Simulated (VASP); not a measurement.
# Na2Pd (P-3m1) in VASP: further runs

Runs on Na2Pd. Level: PBE. Tasks: single point, relaxation of cell and atoms.

All numbers are computed with VASP 6.6.1; they aren't measurements. Logs are shortened: lines on timing, memory, paths and dates and some standing lists are left out, and cuts for length are marked.

## 1. The cell of the first run

It takes space group P-3m1 (No. 164, trigonal). The conventional cell has a = 3.131 Å, b = 3.131 Å, c = 8.073 Å, α = 90.00°, β = 90.00°, γ = 120.00°. Within 3.8 Å of Na (site symmetry 3m) lie 3 Pd at 2.90 Å and 6 Na at 3.13 Å. Within 3.8 Å of Pd (site symmetry -3m) lie 6 Na at 2.90 Å and 6 Pd at 3.13 Å.

## 2. Single point, PBE

Contents of INCAR:

```
PREC = Accurate
ENCUT = 520
EDIFF = 1E-7
ISMEAR = 0
SIGMA = 0.1
LREAL = F
LASPH = T
NELM = 80
ALGO = Fast
ISIF = 2
LWAVE = F
LCHARG = F
GGA = PE
NBANDS = 19
```

Contents of KPOINTS:

```
Automatic mesh
0
Gamma
  6 6 2
```

Contents of POSCAR:

```
Na2Pd
1.0
    3.1308073743      0.0000000000      0.0000000000
   -1.5654036872      2.7113587205      0.0000000000
    0.0000000000      0.0000000000      8.0733790447
Na Pd
2 1
Direct
    0.3333333333      0.6666666667      0.7184026325
    0.6666666667      0.3333333333      0.2815973675
    0.0000000000      0.0000000000      0.0000000000
```

Potentials or basis: VASP PAW PBE potentials, release 64 (Na_pv, Pd).

On the command line:

```console
> cat potpaw_PBE.64/Na_pv/POTCAR potpaw_PBE.64/Pd/POTCAR > POTCAR
> mpirun -np 1 vasp_std > vasp.out
```

OUTCAR:

```text
PREC = Accurate
   ENCUT = 520
   EDIFF = 1E-7
   ISMEAR = 0
   LREAL = F
   LASPH = T
   NELM = 80
   ISIF = 2
   GGA = PE

 ion  position               nearest neighbor table
   1  0.333  0.667  0.718-   3 2.90   3 2.90   3 2.90
   2  0.667  0.333  0.282-   3 2.90   3 2.90   3 2.90
   3  0.000  0.000  0.000-   1 2.90   2 2.90   2 2.90   1 2.90   2 2.90   1 2.90

  LATTYP: Found a hexagonal cell.
 ALAT       =     3.1308073743
 C/A-ratio  =     2.5786891621

  Lattice vectors:

 A1 = (   3.1308073743,   0.0000000000,   0.0000000000)
 A2 = (  -1.5654036872,   2.7113587205,   0.0000000000)
 A3 = (   0.0000000000,   0.0000000000,   8.0733790447)

Analysis of symmetry for initial positions (statically):
=====================================================================
 Subroutine PRICEL returns:
 Original cell was already a primitive cell.

 Routine SETGRP: Setting up the symmetry group for a
 hexagonal supercell.

 Subroutine GETGRP returns: Found 12 space group operations
 (whereof 12 operations were pure point group operations)
 out of a pool of 24 trial point group operations.

The static configuration has the point symmetry D_3d.

Analysis of symmetry for dynamics (positions and initial velocities):
=====================================================================
 Subroutine PRICEL returns:
 Original cell was already a primitive cell.

 Routine SETGRP: Setting up the symmetry group for a
 hexagonal supercell.

 Subroutine GETGRP returns: Found 12 space group operations
 (whereof 12 operations were pure point group operations)
 out of a pool of 24 trial point group operations.

The dynamic configuration has the point symmetry D_3d.

 Subroutine INISYM returns: Found 12 space group operations
 (whereof 12 operations are pure point group operations),
 and found     1 'primitive' translations

----------------------------------------------------------------------------------------

                                     Primitive cell

  volume of cell :      68.5328

  direct lattice vectors                    reciprocal lattice vectors
     3.130807374  0.000000000  0.000000000     0.319406428  0.184409387  0.000000000
    -1.565403687  2.711358720  0.000000000     0.000000000  0.368818774  0.000000000
     0.000000000  0.000000000  8.073379045     0.000000000  0.000000000  0.123863873

  length of vectors
     3.130807374  3.130807374  8.073379045     0.368818774  0.368818774  0.123863873

  position of ions in fractional coordinates (direct lattice)
     0.333333333  0.666666667  0.718402633
     0.666666667  0.333333333  0.281597367
     0.000000000  0.000000000  0.000000000

  ion indices of the primitive-cell ions
   primitive index   ion index
                 1           1
                 2           2
                 3           3

----------------------------------------------------------------------------------------

 KPOINTS: Automatic mesh

Automatic generation of k-mesh.
 Grid dimensions read from file:
 generate k-points for:    6    6    2

 Generating k-lattice:

  Cartesian coordinates                     Fractional coordinates (reciprocal lattice)
     0.053234405  0.030734898  0.000000000     0.166666667  0.000000000  0.000000000
     0.000000000  0.061469796  0.000000000     0.000000000  0.166666667  0.000000000
     0.000000000  0.000000000  0.061931937     0.000000000  0.000000000  0.500000000

  Length of vectors
     0.061469796  0.061469796  0.061931937

  Shift w.r.t. Gamma in fractional coordinates (k-lattice)
     0.000000000  0.000000000  0.000000000

 Subroutine IBZKPT returns following result:
 ===========================================

 Found     14 irreducible k-points:

 Following reciprocal coordinates:
            Coordinates               Weight
  0.000000  0.000000  0.000000      1.000000
  0.166667  0.000000  0.000000      6.000000
  0.333333  0.000000  0.000000      6.000000
  0.500000  0.000000  0.000000      3.000000
  0.166667  0.166667  0.000000      6.000000
  0.333333  0.166667  0.000000     12.000000
[... 52 lines left out ...]
      5     -21.5562      2.00000
      6     -21.5562      2.00000
[... 11 lines left out ...]
     18       8.2360      0.00000
     19      10.0295      0.00000

 k-point     8 :       0.0000    0.0000    0.5000
  band No.  band energies     occupation
      1     -21.5899      2.00000
      2     -21.5796      2.00000
      3     -21.5695      2.00000
      4     -21.5695      2.00000
      5     -21.5691      2.00000
      6     -21.5691      2.00000
[... 11 lines left out ...]
     18      17.4111      0.00000
     19      17.8617      0.00000

 k-point     9 :       0.1667    0.0000    0.5000
  band No.  band energies     occupation
      1     -21.6089      2.00000
      2     -21.6083      2.00000
      3     -21.5830      2.00000
      4     -21.5784      2.00000
      5     -21.5776      2.00000
      6     -21.5735      2.00000
[... 11 lines left out ...]
     18      13.6820      0.00000
     19      14.7095      0.00000

 k-point    10 :       0.3333    0.0000    0.5000
  band No.  band energies     occupation
      1     -21.6860      2.00000
      2     -21.6854      2.00000
      3     -21.5960      2.00000
      4     -21.5947      2.00000
      5     -21.5691      2.00000
      6     -21.5622      2.00000
[... 11 lines left out ...]
     18      12.8314      0.00000
     19      12.9690      0.00000

 k-point    11 :       0.5000    0.0000    0.5000
  band No.  band energies     occupation
      1     -21.7239      2.00000
      2     -21.7236      2.00000
      3     -21.6047      2.00000
      4     -21.6033      2.00000
      5     -21.5617      2.00000
      6     -21.5569      2.00000
[... 11 lines left out ...]
     18       9.7828      0.00000
     19      10.7387      0.00000

 k-point    12 :       0.1667    0.1667    0.5000
  band No.  band energies     occupation
      1     -21.6593      2.00000
      2     -21.6590      2.00000
      3     -21.5988      2.00000
      4     -21.5982      2.00000
      5     -21.5726      2.00000
      6     -21.5650      2.00000
[... 11 lines left out ...]
     18      12.3612      0.00000
     19      12.4465      0.00000

 k-point    13 :       0.3333    0.1667    0.5000
  band No.  band energies     occupation
      1     -21.7039      2.00000
      2     -21.7035      2.00000
      3     -21.6249      2.00000
      4     -21.6238      2.00000
      5     -21.5615      2.00000
      6     -21.5572      2.00000
[... 11 lines left out ...]
     18      10.5050      0.00000
     19      10.6528      0.00000

 k-point    14 :       0.3333    0.3333    0.5000
  band No.  band energies     occupation
      1     -21.6768      2.00000
      2     -21.6757      2.00000
      3     -21.6752      2.00000
      4     -21.6752      2.00000
      5     -21.5562      2.00000
      6     -21.5562      2.00000
[... 11 lines left out ...]
     18       9.5455      0.00000
     19      10.7444      0.00000

------------------------ aborting loop because EDIFF is reached ----------------------------------------

  FORCE on cell =-STRESS in cart. coord.  units (eV):
  Direction    XX          YY          ZZ          XY          YZ          ZX
  --------------------------------------------------------------------------------------
  -------------------------------------------------------------------------------------
  Total       -0.0089573     -0.0089573     -0.0496017      0.0000000      0.0000000      0.0000000
  in kB       -0.2094066     -0.2094066     -1.1596013      0.0000000      0.0000000      0.0000000
  external PRESSURE =      -0.5261382 kB  Pullay stress =       0.0000000 kB

 VOLUME and BASIS-vectors are now :
 -----------------------------------------------------------------------------
  energy-cutoff  :      520.00
  volume of cell :       68.53
      direct lattice vectors                 reciprocal lattice vectors
     3.130807374  0.000000000  0.000000000     0.319406428  0.184409387  0.000000000
    -1.565403687  2.711358720  0.000000000     0.000000000  0.368818774  0.000000000
     0.000000000  0.000000000  8.073379045     0.000000000  0.000000000  0.123863873

 POSITION                                       TOTAL-FORCE (eV/Angst)
 -----------------------------------------------------------------------------------
     -0.00000      1.80757      5.79994         0.000000      0.000000     -0.004525
      1.56540      0.90379      2.27344        -0.000000     -0.000000      0.004525
      0.00000      0.00000      0.00000        -0.000000      0.000000      0.000000
 -----------------------------------------------------------------------------------
    total drift:                                0.000000      0.000000     -0.000000

  FREE ENERGIE OF THE ION-ELECTRON SYSTEM (eV)
  ---------------------------------------------------
  free  energy   TOTEN  =        -7.7890373475 eV

  energy  without entropy=       -7.7859457067  energy(sigma->0) =       -7.78749153
```

It took 12 s on 1 thread of Intel Xeon Platinum 8488C (Sapphire Rapids), shared host; peak memory 0.18 GiB.

Results:

| Quantity | Value |
| --- | --- |
| Free energy | -7.7890 eV |
| Pressure | -0.1 GPa |
| Largest force | 0.005 eV/Å |
| Band gap on the k mesh | zero (band 12 reaches 5.74 eV, above the bottom of band 13 at 1.78 eV) |

Forces in eV/Å, atoms in the order of the input:
```
Na   0.000  0.000 -0.005
Na   0.000  0.000  0.005
Pd   0.000  0.000  0.000
```

Levels at points of the mesh, in eV from the Fermi level:
```csv
k point,band 10,band 11,band 12,band 13,band 14,band 15
"(0.00, 0.00, 0.00)",-1.62,-1.51,-1.26,-0.93,-0.93,4.83
"(0.50, 0.00, 0.00)",-1.20,-0.19,1.04,1.94,2.97,3.29
"(0.00, 0.00, 0.50)",-1.62,-1.62,-0.93,-0.93,0.99,2.19
"(0.50, 0.00, 0.50)",-1.20,-0.19,1.24,1.74,2.41,3.05
```

Caveat: the k points lie up to 0.39 Å⁻¹ apart.

## 3. Single point, PBE

This run uses another cell than the first one, of 29.22 Å³/atom, 1.279 times its volume.

Contents of INCAR:

```
SYSTEM = Na2Pd
PREC = Accurate
ENCUT = 520
EDIFF = 1E-6
ISMEAR = 0
SIGMA = 0.1
LREAL = .False.
LASPH = .True.
NELM = 80
ALGO = Fast
ISIF = 2
LWAVE = .False.
LCHARG = .True.
GGA = PE
LELF = .True.
LVHAR = .True.
NBANDS = 19
```

Contents of KPOINTS:

```
regular mesh
0
Gamma
  6 6 2
  0 0 0
```

Contents of POSCAR:

```
Na2Pd
1.0
    3.4573386200      0.0000000000      0.0000000000
   -1.7286693100      2.9941430700      0.0000000000
    0.0000000000      0.0000000000      8.4687154900
Na Pd
2 1
Direct
    0.3333333300      0.6666666700      0.6666666700
    0.6666666700      0.3333333300      0.3333333300
    0.0000000000      0.0000000000      0.0000000000
```

Potentials or basis: VASP PAW PBE potentials, release 64 (Na_pv, Pd).

On the command line:

```console
> cat potpaw_PBE.64/Na_pv/POTCAR potpaw_PBE.64/Pd/POTCAR > POTCAR
> mpirun -np 1 vasp_std > vasp.out
```

Wall time 18 s (1 thread of Intel Xeon Platinum 8488C (Sapphire Rapids), shared host); peak memory 0.21 GiB.

The run converged. Its results:

* Free energy: -6.9404 eV
* Pressure: -4.3 GPa
* Largest force: 0.948 eV/Å
* Band gap on the k mesh: zero (band 12 reaches 3.34 eV, above the bottom of band 13 at 0.85 eV)

Forces on the atoms (eV/Å):
```
Na   0.000  0.000  0.948
Na   0.000  0.000 -0.948
Pd   0.000  0.000  0.000
```

Stress tensor (GPa, compression positive):
```
-4.11  0.00  0.00
 0.00 -4.11  0.00
 0.00  0.00 -4.65
```

Levels at points of the mesh, in eV from the Fermi level:
| k point | band 9 | band 10 | band 11 | band 12 | band 13 | band 14 | band 15 | band 16 |
| --- | --- | --- | --- | --- | --- | --- | --- | --- |
| (0.00, 0.00, 0.00) | -0.99 | -0.97 | -0.95 | -0.95 | -0.52 | -0.52 | 4.79 | 5.78 |
| (0.50, 0.00, 0.00) | -1.01 | -0.68 | -0.11 | 0.86 | 0.97 | 2.60 | 2.90 | 3.17 |
| (0.00, 0.00, 0.50) | -1.54 | -0.95 | -0.95 | -0.52 | -0.52 | 1.20 | 2.01 | 9.01 |
| (0.50, 0.00, 0.50) | -0.96 | -0.68 | -0.11 | 0.77 | 1.32 | 1.75 | 2.38 | 4.81 |

Caveat: the k points lie up to 0.37 Å⁻¹ apart.

## 4. Relaxation of cell and atoms, PBE

This run uses another cell than the first one, of 29.22 Å³/atom, 1.279 times its volume.

Contents of INCAR:

```
PREC = Accurate
ENCUT = 600
EDIFF = 1E-6
ISMEAR = 0
SIGMA = 0.1
LREAL = F
LASPH = T
NELM = 100
ALGO = Normal
ISIF = 3
LWAVE = F
LCHARG = F
GGA = PE
IBRION = 2
NSW = 90
EDIFFG = -0.04
```

Contents of KPOINTS:

```
Automatic mesh
0
Gamma
  6 6 2
```

POSCAR is that of step 3.

On the command line:

```console
> cat potpaw_PBE.64/Na_pv/POTCAR potpaw_PBE.64/Pd/POTCAR > POTCAR
> mpirun -np 1 vasp_std > vasp.out
```

It took 1.9 min on 1 thread of Intel Xeon Platinum 8488C (Sapphire Rapids), shared host; peak memory 0.25 GiB.

It converged, with:

* Free energy: -7.7905 eV
* Relaxed volume: 22.66 Å³/atom
* Relaxed cell: a = 3.135 Å, b = 3.135 Å, c = 7.985 Å, α = 90.00°, β = 90.00°, γ = 120.00°
* Space group after relaxing (to 0.05 Å): P-3m1 (No. 164)
* Energy gained by relaxing: 283.5 meV/atom
* Ionic steps: 10
* Pressure after relaxing: -0.1 GPa
* Largest force after relaxing: 0.035 eV/Å
* Band gap on the k mesh: zero (band 12 reaches 5.74 eV, above the bottom of band 13 at 1.82 eV)

Forces in eV/Å, atoms in the order of the input:
```
Na   0.000  0.000  0.035
Na   0.000  0.000 -0.035
Pd   0.000  0.000  0.000
```

Stress tensor (GPa, compression positive):
```
-0.16  0.00  0.00
 0.00 -0.16  0.00
 0.00  0.00  0.17
```

The path:
| step | energy change (eV) | largest force (eV/Å) | pressure (GPa) | volume (Å³) |
| --- | --- | --- | --- | --- |
| 1 | 0.0000 | 0.9474 | -4.32 | 87.67 |
| 2 | -0.3304 | 0.9488 | -3.70 | 78.04 |
| 3 | -0.6601 | 0.6890 | 1.13 | 61.89 |
| 4 | -0.7357 | 0.4756 | 1.18 | 62.27 |
| 5 | -0.8174 | 0.1001 | 1.64 | 63.01 |
| 6 | -0.8245 | 0.0195 | 1.91 | 63.28 |
| 7 | -0.8452 | 0.1227 | -0.52 | 68.54 |
| 8 | -0.8471 | 0.0931 | -0.04 | 67.32 |
| 9 | -0.8495 | 0.0668 | -0.07 | 67.64 |
| 10 | -0.8504 | 0.0351 | -0.05 | 67.98 |

Final structure:
```
Na Pd
1.0
     3.13533    0.00000    0.00000
    -1.56767    2.71528    0.00000
     0.00000    0.00000    7.98498
Na Pd
2 1
Direct
  0.33333 0.66667 0.71503
  0.66667 0.33333 0.28497
  0.00000 0.00000 0.00000
```

Levels at points of the mesh, in eV from the Fermi level:
```csv
k point,band 8,band 9,band 10,band 11,band 12,band 13,band 14,band 15,band 16
"(0.00, 0.00, 0.00)",-2.88,-1.60,-1.60,-1.45,-1.24,-0.92,-0.92,5.02,6.66
"(0.50, 0.00, 0.00)",-2.44,-1.66,-1.19,-0.19,1.03,1.90,2.99,3.29,4.05
"(0.00, 0.00, 0.50)",-3.15,-2.49,-1.60,-1.60,-0.92,-0.92,1.06,2.33,9.60
"(0.50, 0.00, 0.50)",-2.45,-1.64,-1.19,-0.19,1.25,1.70,2.38,3.05,5.39
```

Caveat: the k points lie up to 0.39 Å⁻¹ apart in the final cell; the volume moved by over 15 % at a fixed basis, so the end points are rough.

## 5. Relaxation of cell and atoms, PBE

Contents of INCAR:

```
SYSTEM = Na2Pd
  PREC = Accurate
  ENCUT = 600
  EDIFF = 1E-6
  ISMEAR = 0
  SIGMA = 0.1
  LREAL = .False.
  LASPH = .True.
  NELM = 100
  ALGO = Normal
  ISIF = 3
  LWAVE = .False.
  LCHARG = .False.
  GGA = PE
  IBRION = 2
  NSW = 100
  EDIFFG = -0.01
```

Contents of KPOINTS:

```
regular mesh
0
Gamma
  18 18 6
  0 0 0
```

Contents of POSCAR:

```
Na2Pd
1.0
    3.1308073743      0.0000000000      0.0000000000
   -1.5654036872      2.7113587205      0.0000000000
    0.0000000000      0.0000000000      8.0733790447
Na Pd
2 1
Direct
    0.3333333333      0.6666666667      0.7184026325
    0.6666666667      0.3333333333      0.2815973675
    0.0000000000      0.0000000000      0.0000000000
```

On the command line:

```console
> cat potpaw_PBE.64/Na_pv/POTCAR potpaw_PBE.64/Pd/POTCAR > POTCAR
> mpirun -np 1 vasp_std > vasp.out
```

It took 16 min on 1 thread of AMD EPYC 7R13 (Zen 3), shared host; peak memory 0.4 GiB.

Results (log left out):

```
Free energy                            : -7.7168 eV
Relaxed volume                         : 22.52 Å³/atom
Relaxed cell                           : a = 3.131 Å, b = 3.131 Å, c = 7.956 Å, α = 90.00°, β = 90.00°, γ = 120.00°
Space group after relaxing (to 0.05 Å) : P-3m1 (No. 164)
Energy gained by relaxing              : 1.1 meV/atom
Ionic steps                            : 8
Pressure after relaxing                : 0.0 GPa
Largest force after relaxing           : 0.003 eV/Å
Band gap on the k mesh                 : zero (band 12 reaches 5.77 eV, above the bottom of band 13 at 1.75 eV)
```

Forces in eV/Å, atoms in the order of the input:
```
Na   0.000  0.000  0.003
Na   0.000  0.000 -0.003
Pd   0.000  0.000  0.000
```

Step by step:
```
step  energy change (eV)  largest force (eV/Å)  pressure (GPa)  volume (Å³)
   1              0.0000                0.0622           -0.01        68.53
   2             -0.0005                0.0569           -0.04        68.52
   3             -0.0017                0.0425           -0.10        68.49
   4             -0.0025                0.0107           -0.21        68.43
   5             -0.0030                0.0130           -0.06        67.93
   6             -0.0031                0.0144            0.04        67.64
   7             -0.0033                0.0038            0.00        67.59
   8             -0.0034                0.0035           -0.02        67.56
```

Final structure:
```
Na Pd
1.0
     3.13140    0.00000    0.00000
    -1.56570    2.71187    0.00000
     0.00000    0.00000    7.95579
Na Pd
2 1
Direct
  0.33333 0.66667 0.71296
  0.66667 0.33333 0.28704
  0.00000 0.00000 0.00000
```

Levels at points of the mesh, in eV from the Fermi level:
| k point | band 10 | band 11 | band 12 | band 13 | band 14 | band 15 |
| --- | --- | --- | --- | --- | --- | --- |
| (0.00, 0.00, 0.00) | -1.74 | -1.53 | -1.32 | -1.05 | -1.05 | 5.00 |
| (0.50, 0.00, 0.00) | -1.32 | -0.32 | 0.94 | 1.83 | 2.92 | 3.24 |
| (0.00, 0.00, 0.50) | -1.74 | -1.74 | -1.05 | -1.05 | 0.99 | 2.31 |
| (0.50, 0.00, 0.50) | -1.32 | -0.32 | 1.15 | 1.64 | 2.33 | 2.97 |

## 6. The runs side by side

| task | cell | k mesh | cutoff (eV) | gap on the mesh (eV) | pressure (GPa) | relaxed volume (Å³/atom) | largest force (eV/Å) |
| --- | --- | --- | --- | --- | --- | --- | --- |
| single point | a = 3.131, b = 3.131, c = 8.073 Å, angles 90.0, 90.0, 120.0°, 3 atoms | 6 × 6 × 2 | 520 | none | -0.1 | - | - |
| single point | a = 3.457, b = 3.457, c = 8.469 Å, angles 90.0, 90.0, 120.0°, 3 atoms | 6 × 6 × 2 | 520 | none | -4.3 | - | 0.95 |
| relaxation of cell and atoms | relaxed from a = 3.457, b = 3.457, c = 8.469 Å, angles 90.0, 90.0, 120.0°, 3 atoms | 6 × 6 × 2 | 600 | none | -0.1 | 22.66 | 0.04 |
| relaxation of cell and atoms | relaxed from a = 3.131, b = 3.131, c = 8.073 Å, angles 90.0, 90.0, 120.0°, 3 atoms | 18 × 18 × 6 | 600 | none | 0.0 | 22.52 | - |

Alike in all rows: level PBE; potentials or basis VASP PAW PBE potentials, release 64 (Na_pv, Pd); no spin polarisation; smearing gaussian 0.1 eV.

Caveats: some runs use coarse meshes; the volume moved by over 15 % at a fixed basis, so the end points are rough (some runs).

Absolute energies hang on the potentials; compare differences alone.
